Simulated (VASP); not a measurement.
# GaN (P6_3mc) in VASP: notebook

The runs below take GaN through single point, with PBE.

Program: VASP 6.6.1. These are calculated values, not measurements. Logs are shortened: lines on timing, memory, paths and dates and some standing lists are left out, and cuts for length are marked.

## 1. The cell of the first run

The structure is hexagonal, space group P6_3mc (No. 186). Conventional cell: a = 3.218 Å, b = 3.218 Å, c = 5.243 Å, α = 90.00°, β = 90.00°, γ = 120.00°. Ga (site symmetry 3m) has 4 N at 1.97 to 1.98 Å within 2.6 Å. Ga (site symmetry 3m) has 4 N at 1.97 to 1.98 Å within 2.6 Å. Within 2.6 Å of N (site symmetry 3m) lie 4 Ga at 1.97 to 1.98 Å. N (site symmetry 3m) has 4 Ga at 1.97 to 1.98 Å within 2.6 Å.

## 2. Single point, PBE

Contents of INCAR:

```
  ALGO = Normal
  EDIFF = 1E-6
  ENCUT = 520
  GGA = PE
  ISIF = 2
  ISMEAR = 0
  LASPH = T
  LCHARG = F
  LREAL = Auto
  LWAVE = F
  NBANDS = 186
  NELM = 60
  PREC = Accurate
  SIGMA = 0.01
```

Contents of KPOINTS:

```
Automatic mesh
0
Gamma
  2 2 2
  0.5 0.5 0.5
```

Contents of POSCAR:

```
GaN
1.0
   -0.0000000001      5.5743817708     -5.2431684095
    4.8275562239     -2.7871908853     -5.2431684095
   -4.8275562239     -2.7871908854     -5.2431684095
Ga N
18 18
Direct
    0.9447328234      0.2780661568      0.2780661568
    0.2780661568      0.9447328234      0.2780661568
    0.9447328234      0.6113994901      0.9447328234
    0.6113994901      0.6113994901      0.2780661568
    0.2780661568      0.2780661568      0.9447328234
    0.9447328234      0.9447328234      0.6113994901
    0.6113994901      0.9447328234      0.9447328234
    0.2780661568      0.6113994901      0.6113994901
    0.6113994901      0.2780661568      0.6113994901
    0.8891772679      0.8891772679      0.2225106012
    0.2225106012      0.5558439345      0.2225106012
    0.8891772679      0.2225106012      0.8891772679
    0.5558439345      0.2225106012      0.2225106012
    0.2225106012      0.8891772679      0.8891772679
    0.8891772679      0.5558439345      0.5558439345
    0.5558439345      0.5558439345      0.8891772679
    0.2225106012      0.2225106012      0.5558439345
    0.5558439345      0.8891772679      0.5558439345
    0.8191560655      0.1524893988      0.1524893988
    0.1524893988      0.8191560655      0.1524893988
    0.8191560655      0.4858227321      0.8191560655
    0.4858227321      0.4858227321      0.1524893988
    0.1524893988      0.1524893988      0.8191560655
    0.8191560655      0.8191560655      0.4858227321
    0.4858227321      0.8191560655      0.8191560655
    0.1524893988      0.4858227321      0.4858227321
    0.4858227321      0.1524893988      0.4858227321
    0.0969338432      0.0969338432      0.4302671766
    0.4302671766      0.7636005099      0.4302671766
    0.0969338432      0.4302671766      0.0969338432
    0.7636005099      0.4302671766      0.4302671766
    0.4302671766      0.0969338432      0.0969338432
    0.0969338432      0.7636005099      0.7636005099
    0.7636005099      0.7636005099      0.0969338432
    0.4302671766      0.4302671766      0.7636005099
    0.7636005099      0.0969338432      0.7636005099
```

Potentials or basis: VASP PAW PBE potentials, release 64 (Ga_d, N).

Command:

```
$ cat potpaw_PBE.64/Ga_d/POTCAR potpaw_PBE.64/N/POTCAR > POTCAR
$ mpirun -np 1 vasp_std > vasp.out
```

OUTCAR:

```text
EDIFF = 1E-6
   ENCUT = 520
   GGA = PE
   ISIF = 2
   ISMEAR = 0
   LASPH = T
   LREAL = Auto
   NELM = 60
   PREC = Accurate

 ion  position               nearest neighbor table
   1  0.945  0.278  0.278-  31 1.97  30 1.97  28 1.97  19 1.98
   2  0.278  0.945  0.278-  29 1.97  28 1.97  32 1.97  20 1.98
   3  0.945  0.611  0.945-  34 1.97  33 1.97  30 1.97  21 1.98
   4  0.611  0.611  0.278-  29 1.97  31 1.97  34 1.97  22 1.98
   5  0.278  0.278  0.945-  35 1.97  30 1.97  32 1.97  23 1.98
   6  0.945  0.945  0.611-  36 1.97  28 1.97  33 1.97  24 1.98
[... 28 lines left out ...]
  35  0.430  0.430  0.764-   9 1.97   5 1.97   8 1.97  16 1.98
  36  0.764  0.097  0.764-   6 1.97   7 1.97   9 1.97  12 1.98

  LATTYP: Found a trigonal (rhomboedric) cell.
 ALAT       =     7.6527476828
 COS(alpha) =     0.2041157919

  Lattice vectors:

 A1 = (  -0.0000000001,   5.5743817708,  -5.2431684095)
 A2 = (   4.8275562239,  -2.7871908853,  -5.2431684095)
 A3 = (  -4.8275562239,  -2.7871908854,  -5.2431684095)

Analysis of symmetry for initial positions (statically):
=====================================================================
 Subroutine PRICEL returns following result:

  LATTYP: Found a hexagonal cell.
 ALAT       =     3.2183708156
 C/A-ratio  =     1.6291374456

  Lattice vectors:

 A1 = (  -1.6091854078,  -2.7871908851,   0.0000000000)
 A2 = (  -1.6091854078,   2.7871908851,   0.0000000000)
 A3 = (  -0.0000000005,  -0.0000000002,  -5.2431684095)

   9 primitive cells build up your supercell.

 Routine SETGRP: Setting up the symmetry group for a
 trigonal (rhombohedral) supercell.

 Subroutine GETGRP returns: Found  6 space group operations
 (whereof  6 operations were pure point group operations)
 out of a pool of 12 trial point group operations.

The static configuration has the point symmetry C_3v.

Analysis of symmetry for dynamics (positions and initial velocities):
=====================================================================
 Subroutine PRICEL returns following result:

  LATTYP: Found a hexagonal cell.
 ALAT       =     3.2183708156
 C/A-ratio  =     1.6291374456

  Lattice vectors:

 A1 = (  -1.6091854078,  -2.7871908851,   0.0000000000)
 A2 = (  -1.6091854078,   2.7871908851,   0.0000000000)
 A3 = (  -0.0000000005,  -0.0000000002,  -5.2431684095)

   9 primitive cells build up your supercell.
[... 99 lines left out ...]
   PSTRESS=    0.0 pullay stress
   NELECT =     324.0000    total number of electrons
   NUPDOWN=      -1.0000    fix difference up-down
   EMIN   =  10.00;   EMAX   =-10.00  energy-range for DOS
   EFERMI =   0.00;   METHOD = LEGACY
   ISMEAR =     0;   SIGMA  =   0.01  broadening in eV -4-tet -1-fermi 0-gaus
   EFERMI_NEDOS =   21; number of points for ismear=-14 and -15
   IALGO  =     38    algorithm
   IMIX   =      4    mixing-type and parameters
     AMIX     =   0.40;   BMIX     =  1.00
     AMIX_MAG =   1.60;   BMIX_MAG =  1.00
  volume/ion in A,a.u.               =      11.76        79.35
  Fermi-wavevector in a.u.,A,eV,Ry     =   1.497534  2.829930 30.512550  2.242609
  Thomas-Fermi vector in A             =   2.609410
   LORBIT       =      0    0 simple, 1 ext, 2 COOP (PROOUT), +10 PAW based schemes
   GGA     = PE    functional components
   LHFCALC =     F    Hartree Fock is set to
   AEXX    =    0.0000 exact exchange contribution
   IVDW    =     0    specifies the selected vdW correction
   LEPSILON=     F    determine dielectric tensor
   LRPA    =     F    only Hartree local field effects (RPA)
 non-spin polarized calculation
 Gauss-broadening in eV      SIGMA  =   0.01
  energy-cutoff  :      520.00
  volume of cell :      423.29
 maximum number of plane-waves:     11401
 NGX is ok and might be reduce to    60
   NGX = 29   NGY = 29   NGZ = 29

 number of electron     324.0000136 magnetization

 Free energy of the ion-electron system (eV)
  ---------------------------------------------------
  ext. energy  EPLUGINS =         0.00000000
  ---------------------------------------------------
  free energy    TOTEN  =      -218.94662091 eV

  energy without entropy =     -218.94662091  energy(sigma->0) =     -218.94662091

 E-fermi :   4.9450     XC(G=0): -11.5148

 val. band max:        4.8586535932   @ k =   0.2500   0.2500   0.2500
 cond. band min:       7.9480479201   @ k =   0.2500   0.2500   0.2500
 fundamental gap:      3.0893943269
 Fermi energy:         4.9449900207

 k-point     1 :       0.2500    0.2500    0.2500
  band No.  band energies     occupation
      1     -10.5609      2.00000
      2     -10.0559      2.00000
      3     -10.0559      2.00000
      4     -10.0559      2.00000
      5      -9.9645      2.00000
      6      -9.8951      2.00000
[... 166 lines left out ...]
    173      10.1305      0.00000
    174      10.6022      0.00000

 k-point     2 :      -0.2500    0.2500    0.2500
  band No.  band energies     occupation
      1     -10.4706      2.00000
      2     -10.1575      2.00000
      3     -10.0654      2.00000
      4     -10.0654      2.00000
      5      -9.9877      2.00000
      6      -9.8926      2.00000
[... 166 lines left out ...]
    173      10.6353      0.00000
    174      10.6353      0.00000
 [bands above 174 left out]

------------------------ aborting loop because EDIFF is reached ----------------------------------------

  FORCE on cell =-STRESS in cart. coord.  units (eV):
  Direction    XX          YY          ZZ          XY          YZ          ZX
  --------------------------------------------------------------------------------------
  -------------------------------------------------------------------------------------
  Total        0.3271416      0.3271416      0.2621648     -0.0000000     -0.0000000      0.0000000
  in kB        1.2382468      1.2382468      0.9923067     -0.0000000     -0.0000000      0.0000000
  external PRESSURE =       1.1562668 kB  Pullay stress =       0.0000000 kB

 VOLUME and BASIS-vectors are now :
 -----------------------------------------------------------------------------
  energy-cutoff  :      520.00
  volume of cell :      423.29
      direct lattice vectors                 reciprocal lattice vectors
    -0.000000000  5.574381771 -5.243168409    -0.000000000  0.119594727 -0.063574791
     4.827556224 -2.787190885 -5.243168409     0.103572072 -0.059797364 -0.063574791
    -4.827556224 -2.787190885 -5.243168409    -0.103572072 -0.059797364 -0.063574791

 POSITION                                       TOTAL-FORCE (eV/Angst)
 -----------------------------------------------------------------------------------
     -0.00000      3.71625     -7.86929         0.000000     -0.000000      0.000720
      3.21837     -1.85813     -7.86929         0.000000     -0.000000      0.000720
     -1.60919      0.92906    -13.11246         0.000000     -0.000000      0.000720
      1.60919      0.92906     -7.86929         0.000000     -0.000000      0.000720
     -3.21837     -1.85813     -7.86929         0.000000     -0.000000      0.000720
      1.60919      0.92906    -13.11246         0.000000     -0.000000      0.000720
[... 28 lines left out ...]
     -1.60919     -0.92906     -8.51561        -0.000000      0.000000     -0.001890
     -3.21837      1.85813     -8.51561        -0.000000      0.000000     -0.001890
 -----------------------------------------------------------------------------------
    total drift:                               -0.000004     -0.000002     -0.000625

  FREE ENERGIE OF THE ION-ELECTRON SYSTEM (eV)
  ---------------------------------------------------
  free  energy   TOTEN  =      -218.9466209061 eV

  energy  without entropy=     -218.9466209061  energy(sigma->0) =     -218.94662091
```

OSZICAR:

```text
N       E                     dE             d eps       ncg     rms          rms(c)
DAV:   1     0.588650222660E+04    0.58865E+04   -0.12170E+05   800   0.325E+03
DAV:   2     0.137381276708E+04   -0.45127E+04   -0.42894E+04   744   0.965E+02
DAV:   3    -0.281361648358E+02   -0.14019E+04   -0.13286E+04   896   0.328E+02
DAV:   4    -0.234554921845E+03   -0.20642E+03   -0.20236E+03   864   0.125E+02
DAV:   5    -0.253920643312E+03   -0.19366E+02   -0.19222E+02  1160   0.399E+01    0.322E+01
DAV:   6    -0.217031917320E+03    0.36889E+02   -0.15279E+02  1280   0.595E+01    0.891E+00
DAV:   7    -0.219100677939E+03   -0.20688E+01   -0.26044E+01   856   0.134E+01    0.797E+00
DAV:   8    -0.219042709985E+03    0.57968E-01   -0.30798E+00  1096   0.110E+01    0.230E+00
DAV:   9    -0.218935023578E+03    0.10769E+00   -0.78627E-01  1144   0.609E+00    0.937E-01
DAV:  10    -0.218943543796E+03   -0.85202E-02   -0.12988E-01   984   0.193E+00    0.314E-01
DAV:  11    -0.218945574533E+03   -0.20307E-02   -0.17776E-02  1016   0.149E+00    0.991E-02
DAV:  12    -0.218946424762E+03   -0.85023E-03   -0.64216E-03   928   0.609E-01    0.129E-01
DAV:  13    -0.218946615413E+03   -0.19065E-03   -0.26599E-03   904   0.275E-01    0.635E-02
DAV:  14    -0.218946609251E+03    0.61618E-05   -0.33626E-04  1184   0.180E-01    0.332E-02
DAV:  15    -0.218946629433E+03   -0.20182E-04   -0.10252E-04  1048   0.102E-01    0.349E-02
DAV:  16    -0.218946612743E+03    0.16691E-04   -0.12337E-04  1104   0.149E-01    0.163E-02
DAV:  17    -0.218946620783E+03   -0.80401E-05   -0.56519E-05  1024   0.269E-02    0.634E-03
DAV:  18    -0.218946620906E+03   -0.12316E-06   -0.37457E-06   640   0.988E-03
   1 F= -.21894662E+03 E0= -.21894662E+03  d E =-.119723E-34
```

It took 8.4 min on 1 thread of AMD EPYC 7R43 (Zen 3), shared host; peak memory 0.49 GiB.

Results:

- Free energy: -218.9466 eV
- Pressure: 0.1 GPa
- Band gap on the k mesh: 3.09 eV

Caveat: a shifted mesh leaves out Γ, where band edges can lie. A k mesh can miss the band edges.

(Continued in part 2 of 2.)
